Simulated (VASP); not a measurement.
Write the native input for VASP 6.6.1 that does the following.

```yaml
Task: single point
Functional: PBE
Potentials_or_basis: VASP PAW PBE potentials, release 64 (B, As)
Cutoff: 520 eV
k_mesh: 15 × 15 × 15
Occupations: fermi-dirac, width 0.08 eV
Spin: no spin polarisation
Dipole_correction: no
Further_INCAR_settings: ALGO = Normal; EDIFF = 1e-06; NBANDS = 11
```

The structure of BAs (rocksalt type) lies in POSCAR:

```
BAs
1.0
    0.0000000000      2.3078348217      2.3078348217
    2.3078348217      0.0000000000      2.3078348217
    2.3078348217      2.3078348217      0.0000000000
B As
1 1
Direct
    0.0000000000      0.0000000000      0.0000000000
    0.5000000000      0.5000000000      0.5000000000
```

One way to write it, as run:

INCAR

```
ALGO = Normal ; EDIFF = 1E-6
ENCUT = 520 ; GGA = PE
ISIF = 2 ; ISMEAR = -1
LASPH = True ; LCHARG = True
LELF = True ; LREAL = False
LVHAR = True ; LWAVE = False
NBANDS = 11 ; NELM = 60
PREC = Accurate ; SIGMA = 0.08
```

KPOINTS

```
k-points
0
Gamma
  15 15 15
```

Potentials or basis: VASP PAW PBE potentials, release 64 (B, As).

Command:

```bash
$ cat potpaw_PBE.64/B/POTCAR potpaw_PBE.64/As/POTCAR > POTCAR
$ mpirun -np 1 vasp_std > vasp.out
```

Results of the run:

The pressure is 0.4 GPa and the band gap on the k mesh is zero (band 4 reaches 8.68 eV, above the bottom of band 5 at 3.89 eV).

Run time: 11 s on 1 thread of Intel(R) Xeon(R) Platinum 8488C (Sapphire Rapids), on a shared host, peak memory 0.16 GiB.
